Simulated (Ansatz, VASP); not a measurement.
Two plane-wave programs on V

```
CELL_PARAMETERS angstrom
2.95821 0.00000 0.00000
1.47911 2.09177 0.00000
0.00000 0.00000 28.55063
ATOMIC_POSITIONS crystal
V 0.00000 0.00000 0.28020
V 0.50000 0.00000 0.35347
V 0.00000 0.00000 0.42673
V 0.50000 0.00000 0.50000
V 0.00000 0.00000 0.57327
V 0.50000 0.00000 0.64653
V 0.00000 0.00000 0.71980
```

Alike in both runs: task single point; functional PBEsol; k mesh 16 × 16 × 1; no spin polarisation.

|  | VASP | Ansatz |
| --- | --- | --- |
| version | VASP 6.6.1 | Ansatz 0.2.0 |
| potentials or method | VASP PAW PBE potentials, release 64 (V_sv), cutoff 520 eV | plane-wave PAW, scalar-relativistic |
| occupations | methfessel-paxton of order 1, width 0.1 eV | cold, width 0.1 eV |
| valence electrons in the cell | 91 | 91 |

Ansatz gave:

| Item | Value |
| --- | --- |
| rms of the force components (eV/Å) | 0.171 |

Which values does VASP return?

rms of the force components (eV/Å): 0.172.

VASP's potentials were made for PBE, not for PBEsol. Atom by atom the forces differ by 0.004 eV/Å (rms over components).
